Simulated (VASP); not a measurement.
# FeNi2 (Fd-3m) in VASP: further runs

FeNi2 is run at these levels: PBE; tasks: single point.

Program: VASP 6.6.1. These are calculated values, not measurements. Logs are shortened: lines on timing, memory, paths and dates and some standing lists are left out, and cuts for length are marked.

### 1 The cell of the first run

It takes space group Fd-3m (No. 227, cubic). The conventional cell has a = 6.550 Å, b = 6.550 Å, c = 6.550 Å, α = 90.00°, β = 90.00°, γ = 90.00°. Within 3.6 Å of Fe (site symmetry -43m) lie 12 Ni at 2.72 Å and 4 Fe at 2.84 Å. Ni (site symmetry -3m) has 6 Ni at 2.32 Å and 6 Fe at 2.72 Å within 3.1 Å.

### 2 Single point, PBE, collinear spin, ferromagnetic start

File INCAR:

```
ALGO = Fast
EDIFF = 1E-6
ENCUT = 520
GGA = PE
ISIF = 2
ISMEAR = 0
ISPIN = 2
LASPH = T
LCHARG = T
LELF = T
LMAXMIX = 4
LORBIT = 11
LREAL = F
LVHAR = T
LWAVE = F
MAGMOM = 4 4 2 2 2 2
NBANDS = 41
NELM = 150
PREC = Accurate
SIGMA = 0.1
```

File KPOINTS:

```
k-points
0
Gamma
  4 4 4
```

File POSCAR:

```
FeNi2
1.0
    0.0000000000      3.2750790100      3.2750790100
    3.2750790100      0.0000000000      3.2750790100
    3.2750790100      3.2750790100      0.0000000000
Fe Ni
2 4
Direct
    0.2500000000      0.2500000000      0.2500000000
    0.0000000000      0.0000000000      0.0000000000
    0.6250000000      0.6250000000      0.1250000000
    0.6250000000      0.1250000000      0.6250000000
    0.1250000000      0.6250000000      0.6250000000
    0.6250000000      0.6250000000      0.6250000000
```

Potentials or basis: VASP PAW PBE potentials, release 64 (Fe, Ni).

Started as:

```console
cat potpaw_PBE.64/Fe/POTCAR potpaw_PBE.64/Ni/POTCAR > POTCAR
mpirun -np 1 vasp_std > vasp.out
```

OUTCAR:

```text
EDIFF = 1E-6
   ENCUT = 520
   GGA = PE
   ISIF = 2
   ISMEAR = 0
   ISPIN = 2
   LASPH = T
   LORBIT = 11
   LREAL = F
   NELM = 150
   PREC = Accurate

 ion  position               nearest neighbor table
   1  0.250  0.250  0.250-   4 2.72   5 2.72   3 2.72   5 2.72   3 2.72   4 2.72   5 2.72   3 2.72
                             6 2.72   4 2.72   6 2.72   6 2.72   2 2.84   2 2.84   2 2.84   2 2.84
   2  0.000  0.000  0.000-   3 2.72   4 2.72   3 2.72   5 2.72   4 2.72   5 2.72   6 2.72   6 2.72
                             6 2.72   3 2.72   4 2.72   5 2.72   1 2.84   1 2.84   1 2.84   1 2.84
   3  0.625  0.625  0.125-   6 2.32   4 2.32   5 2.32   6 2.32   4 2.32   5 2.32   2 2.72   1 2.72
                             2 2.72   1 2.72   1 2.72   2 2.72
   4  0.625  0.125  0.625-   6 2.32   3 2.32   3 2.32   5 2.32   6 2.32   5 2.32   2 2.72   1 2.72
                             2 2.72   1 2.72   1 2.72   2 2.72
   5  0.125  0.625  0.625-   6 2.32   3 2.32   4 2.32   3 2.32   4 2.32   6 2.32   1 2.72   2 2.72
                             1 2.72   2 2.72   1 2.72   2 2.72
   6  0.625  0.625  0.625-   3 2.32   4 2.32   5 2.32   3 2.32   4 2.32   5 2.32   2 2.72   1 2.72
                             2 2.72   1 2.72   2 2.72   1 2.72

  LATTYP: Found a face centered cubic cell.
 ALAT       =     6.5501580200

  Lattice vectors:

 A1 = (   0.0000000000,   3.2750790100,   3.2750790100)
 A2 = (   3.2750790100,   0.0000000000,   3.2750790100)
 A3 = (   3.2750790100,   3.2750790100,   0.0000000000)

Analysis of symmetry for initial positions (statically):
=====================================================================
 Subroutine PRICEL returns:
 Original cell was already a primitive cell.

 Routine SETGRP: Setting up the symmetry group for a
 face centered cubic supercell.

 Subroutine GETGRP returns: Found 48 space group operations
 (whereof 24 operations were pure point group operations)
 out of a pool of 48 trial point group operations.

The static configuration has the point symmetry T_d .
 The point group associated with its full space group is O_h .

Analysis of symmetry for dynamics (positions and initial velocities):
=====================================================================
 Subroutine PRICEL returns:
 Original cell was already a primitive cell.

 Routine SETGRP: Setting up the symmetry group for a
 face centered cubic supercell.

 Subroutine GETGRP returns: Found 48 space group operations
 (whereof 24 operations were pure point group operations)
 out of a pool of 48 trial point group operations.

The dynamic configuration has the point symmetry T_d .
 The point group associated with its full space group is O_h .

Analysis of structural, dynamic, and magnetic symmetry:
[... 149 lines left out ...]
  ext. energy  EPLUGINS =         0.00000000
  ---------------------------------------------------
  free energy    TOTEN  =       -37.75317741 eV

  energy without entropy =      -37.72128921  energy(sigma->0) =      -37.73723331

 E-fermi :   7.7458     XC(G=0): -12.8357

 val. band max:        7.7240117889   @ k =  -0.2500   0.5000   0.2500
 cond. band min:       7.8271499560   @ k =  -0.2500   0.2500   0.0000
 fundamental gap:      0.1031381671
 Fermi energy:         7.7458018023

 spin component 1

 k-point     1 :       0.0000    0.0000    0.0000
  band No.  band energies     occupation
      1      -1.0665      1.00000
      2       2.3781      1.00000
      3       3.1621      1.00000
      4       3.1621      1.00000
      5       3.1621      1.00000
      6       3.9493      1.00000
[... 333 lines left out ...]
     39      19.5741      0.00000
     40      19.6632      0.00000
 Fermi energy:         7.7458018023

 spin component 2

 k-point     1 :       0.0000    0.0000    0.0000
  band No.  band energies     occupation
      1      -1.0265      1.00000
      2       2.8740      1.00000
      3       3.9282      1.00000
      4       3.9282      1.00000
      5       3.9282      1.00000
      6       4.5320      1.00000
[... 333 lines left out ...]
     39      19.8657      0.00000
     40      19.9370      0.00000
 [bands above 40 left out]

------------------------ aborting loop because EDIFF is reached ----------------------------------------

  FORCE on cell =-STRESS in cart. coord.  units (eV):
  Direction    XX          YY          ZZ          XY          YZ          ZX
  --------------------------------------------------------------------------------------
  -------------------------------------------------------------------------------------
  Total        0.3466603      0.3466603      0.3466603      0.0000000      0.0000000      0.0000000
  in kB        7.9053177      7.9053177      7.9053177      0.0000000      0.0000000      0.0000000
  external PRESSURE =       7.9053177 kB  Pullay stress =       0.0000000 kB

 VOLUME and BASIS-vectors are now :
 -----------------------------------------------------------------------------
  energy-cutoff  :      520.00
  volume of cell :       70.26
      direct lattice vectors                 reciprocal lattice vectors
     0.000000000  3.275079010  3.275079010    -0.152668073  0.152668073  0.152668073
     3.275079010  0.000000000  3.275079010     0.152668073 -0.152668073  0.152668073
     3.275079010  3.275079010  0.000000000     0.152668073  0.152668073 -0.152668073

 POSITION                                       TOTAL-FORCE (eV/Angst)
 -----------------------------------------------------------------------------------
      1.63754      1.63754      1.63754        -0.000000     -0.000000     -0.000000
      0.00000      0.00000      0.00000         0.000000      0.000000      0.000000
      2.45631      2.45631      4.09385         0.000000      0.000000      0.000000
      2.45631      4.09385      2.45631        -0.000000      0.000000      0.000000
      4.09385      2.45631      2.45631         0.000000     -0.000000     -0.000000
      4.09385      4.09385      4.09385         0.000000      0.000000     -0.000000
 -----------------------------------------------------------------------------------
    total drift:                                0.000000      0.000000      0.000000

  FREE ENERGIE OF THE ION-ELECTRON SYSTEM (eV)
  ---------------------------------------------------
  free  energy   TOTEN  =       -37.7531774073 eV

  energy  without entropy=      -37.7212892055  energy(sigma->0) =      -37.73723331

 total charge

# of ion       s       p       d       tot
------------------------------------------
    1        0.387   0.388   6.045   6.820
    2        0.387   0.388   6.045   6.820
    3        0.546   0.555   8.344   9.445
    4        0.546   0.555   8.344   9.445
    5        0.546   0.555   8.344   9.445
    6        0.546   0.555   8.344   9.445
--------------------------------------------------
tot          2.956   2.996  45.466  51.418

 magnetization (x)

# of ion       s       p       d       tot
------------------------------------------
    1        0.008  -0.010   3.008   3.006
    2        0.008  -0.010   3.008   3.006
    3       -0.016  -0.055   0.725   0.654
    4       -0.016  -0.055   0.725   0.654
    5       -0.016  -0.055   0.725   0.654
    6       -0.016  -0.055   0.725   0.654
--------------------------------------------------
tot         -0.047  -0.239   8.916   8.629
```

stdout:

```text
POSCAR found type information on POSCAR FeNi
 POSCAR found :  2 types and       6 ions
 scaLAPACK will be used
 LDA part: xc-table for (Slater+PW92), standard interpolation
 POSCAR, INCAR and KPOINTS ok, starting setup
 FFT: planning ... GRIDC
 FFT: planning ... GRID_SOFT
 FFT: planning ... GRID
 WAVECAR not read
 entering main loop
```

Run time: 39 s. Hardware: 1 thread of AMD EPYC 9R45 (Zen 5), shared host; peak memory 0.22 GiB.

Results:

| Item | Value |
| --- | --- |
| Free energy | -37.7532 eV |
| Pressure | 0.8 GPa |
| Net moment | 8.58 μB per cell |
| Site moments | Fe +3.01; Ni +0.65 μB |
| Valence electrons inside the program's atomic spheres | Fe 6.82; Ni 9.45 |

Caveat: the k points lie up to 0.42 Å⁻¹ apart.

### 3 Single point, PBE, collinear spin, ferromagnetic start

This run uses another cell than the first one, of 11.74 Å³/atom.

File INCAR:

```
PREC = Accurate
ENCUT = 520
EDIFF = 1E-6
ISMEAR = 0
SIGMA = 0.1
LREAL = F
LASPH = T
NELM = 150
ALGO = Fast
ISIF = 2
LWAVE = F
LCHARG = F
ISPIN = 2
MAGMOM = 3.36 3.36 0.8 0.8 0.8 0.8
LORBIT = 11
LMAXMIX = 4
GGA = PE
NBANDS = 41
```

File KPOINTS:

```
Automatic mesh
0
Gamma
  10 10 10
```

POSCAR: that of step 2 with these lines changed.

```diff
@@ -2,5 +2,5 @@
 1.0
-    0.0000000000      3.2750790100      3.2750790100
-    3.2750790100      0.0000000000      3.2750790100
-    3.2750790100      3.2750790100      0.0000000000
+    0.0000000000      3.2779660431      3.2779660431
+    3.2779660431      0.0000000000      3.2779660431
+    3.2779660431      3.2779660431      0.0000000000
 Fe Ni
```

Potentials or basis: VASP PAW PBE potentials, release 64 (Fe, Ni).

Started as:

```console
cat potpaw_PBE.64/Fe/POTCAR potpaw_PBE.64/Ni/POTCAR > POTCAR
mpirun -np 1 vasp_std > vasp.out
```

Wall time 3.5 min (1 thread of AMD EPYC 9R45 (Zen 5), shared host); peak memory 0.34 GiB.

It converged, with:

- Free energy: -37.7411 eV
- Pressure: -0.2 GPa
- Net moment: 8.23 μB per cell
- Site moments: Fe +2.96; Ni +0.60 μB
- Valence electrons inside the program's atomic spheres: Fe 6.82; Ni 9.44

Levels at points of the mesh, in eV from the Fermi level:
Spin up:
```tsv
k point	band 29	band 30	band 31	band 32	band 33	band 34	band 35	band 36
(0.00, 0.00, 0.00)	-0.22	-0.22	-0.22	1.02	2.68	2.68	2.68	6.06
(0.50, 0.00, 0.00)	-1.14	-0.90	-0.90	-0.22	1.71	2.25	2.25	4.93
(0.50, 0.50, 0.00)	-1.18	-1.18	-0.97	-0.97	1.11	1.11	1.87	1.87
```
Spin down:
```
           k point  band 22  band 23  band 24  band 25  band 26  band 27
(0.00, 0.00, 0.00)    -0.62    -0.62     0.36     0.36     0.36     0.68
(0.50, 0.00, 0.00)    -0.25    -0.25    -0.03    -0.03     0.27     0.46
(0.50, 0.50, 0.00)    -0.64    -0.35    -0.35     0.29     0.29     0.74
```

### 4 Single point, PBE, collinear spin, ferromagnetic start

This run uses another cell than the first one, of 11.74 Å³/atom.

File INCAR:

```
PREC     = Accurate       # precision mode
ENCUT    = 520            # plane-wave cutoff, eV
EDIFF    = 1E-6           # SCF threshold, eV
ISMEAR   = 0              # smearing method
SIGMA    = 0.1            # smearing width, eV
LREAL    = F              # projectors in reciprocal space
LASPH    = T              # aspherical terms in the spheres
NELM     = 150            # most SCF steps
ALGO     = Normal         # electronic algorithm
ISIF     = 2              # what is computed and relaxed
LWAVE    = F              # write WAVECAR
LCHARG   = T              # write CHGCAR
ISPIN    = 2              # spin polarisation
MAGMOM   = 3.3 3.3 0.73 0.73 0.73 0.73 # initial moments
LORBIT   = 11             # projections on sites
LMAXMIX  = 4              # l up to which the mixer works
GGA      = PE             # functional
LELF     = T              # ELF
LVHAR    = T            
NBANDS   = 41             # bands
```

File KPOINTS:

```
regular mesh
0
Gamma
  10 10 10
```

POSCAR is that of step 3.

Started as:

```console
cat potpaw_PBE.64/Fe/POTCAR potpaw_PBE.64/Ni/POTCAR > POTCAR
mpirun -np 1 vasp_std > vasp.out
```

Run time: 3.1 min. Hardware: 1 thread of AMD EPYC 9R45 (Zen 5), shared host; peak memory 0.34 GiB.

The run converged. Its results:

| Property | Result |
| --- | --- |
| Free energy | -37.7411 eV |
| Pressure | -0.2 GPa |
| Net moment | 8.23 μB per cell |
| Site moments | Fe +2.96; Ni +0.60 μB |
| Valence electrons inside the program's atomic spheres | Fe 6.82; Ni 9.44 |

Levels at points of the mesh, in eV from the Fermi level:
Spin up:
```
           k point  band 29  band 30  band 31  band 32  band 33  band 34  band 35  band 36
(0.00, 0.00, 0.00)    -0.22    -0.22    -0.22     1.02     2.68     2.68     2.68     6.06
(0.50, 0.00, 0.00)    -1.14    -0.90    -0.90    -0.22     1.71     2.25     2.25     4.93
(0.50, 0.50, 0.00)    -1.18    -1.18    -0.97    -0.97     1.11     1.11     1.87     1.87
```
Spin down:
| k point | band 20 | band 21 | band 22 | band 23 | band 24 | band 25 | band 26 | band 27 | band 28 | band 29 |
| --- | --- | --- | --- | --- | --- | --- | --- | --- | --- | --- |
| (0.00, 0.00, 0.00) | -0.74 | -0.62 | -0.62 | -0.62 | 0.36 | 0.36 | 0.36 | 0.68 | 0.68 | 0.68 |
| (0.50, 0.00, 0.00) | -0.51 | -0.51 | -0.25 | -0.25 | -0.03 | -0.03 | 0.27 | 0.46 | 0.68 | 0.69 |
| (0.50, 0.50, 0.00) | -0.66 | -0.64 | -0.64 | -0.35 | -0.35 | 0.29 | 0.29 | 0.74 | 0.74 | 1.00 |
